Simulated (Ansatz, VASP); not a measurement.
# One calculation of PtSe2, two programs

Contents of INCAR:

```
ALGO = Normal
DIPOL = 0.5 0.5 0.500
EDIFF = 1E-6
ENCUT = 520
GGA = PE
IDIPOL = 3
ISIF = 2
ISMEAR = 0
IVDW = 12
LASPH = True
LCHARG = False
LDIPOL = True
LREAL = False
LWAVE = False
NBANDS = 18
NELM = 60
PREC = Accurate
SIGMA = 0.1
```

File KPOINTS:

```
k-points
0
Gamma
  6 6 1
```

POSCAR

```
PtSe2
1.0
    3.7717024412      0.0000000000      0.0000000000
   -1.8858512206      3.2663901296      0.0000000000
    0.0000000000      0.0000000000     31.1216233557
Se Pt
2 1
Direct
    0.6666666667      0.3333333333      0.4588579997
    0.3333333333      0.6666666667      0.5411420003
    0.0000000000      0.0000000000      0.5000000000
```

Input for Ansatz:

```yaml
crystal:
  lattice:
    - [3.7717024378, 0.0, 0.0]
    - [-1.8858512189, 3.2663901266, 0.0]
    - [0.0, 0.0, 31.1216233638]
  atoms:
    - { symbol: Se, position: [0.6666666667, 0.3333333333, 0.4588579996] }
    - { symbol: Pt, position: [0.0, 0.0, 0.5] }
    - { symbol: Se, position: [0.3333333333, 0.6666666667, 0.5411420004] }
  periodic: [true, true, false]
basis:
  ecutwfc: 420
kpoints:
  mp_grid: { grid: [6, 6, 1] }
hamiltonian:
  xc: pbe
  dispersion: d3bj
scf:
  occupations: { method: gaussian, width: 0.1 }
output:
  forces: true
  stress: true
  eigenvalues: true
```

Alike in both runs: task single point; functional PBE; dispersion D3(BJ); k mesh 6 × 6 × 1; occupations gaussian, width 0.1 eV; no spin polarisation.

|  | VASP | Ansatz |
| --- | --- | --- |
| version | VASP 6.6.1 | Ansatz 0.2.0 |
| potentials or method | VASP PAW PBE potentials, release 64 (Se, Pt), cutoff 520 eV | scalar-relativistic, plane waves, PAW |
| valence electrons in the cell | 22 | 50 |

Ansatz gave:

```
gap on the k mesh at the Fermi level (eV) : 1.65
least direct gap on the mesh (eV)         : 1.75
rms of the force components (eV/Å)        : 0.038
```

**Question.** Which values does VASP return?

**Answer.** gap on the k mesh at the Fermi level (eV): 1.64; least direct gap on the mesh (eV): 1.75; rms of the force components (eV/Å): 0.037.

VASP's potentials hold 22 valence electrons a cell and Ansatz's 50, so a difference there can come from the potentials and not from the codes.

Spin-orbit coupling is off throughout.
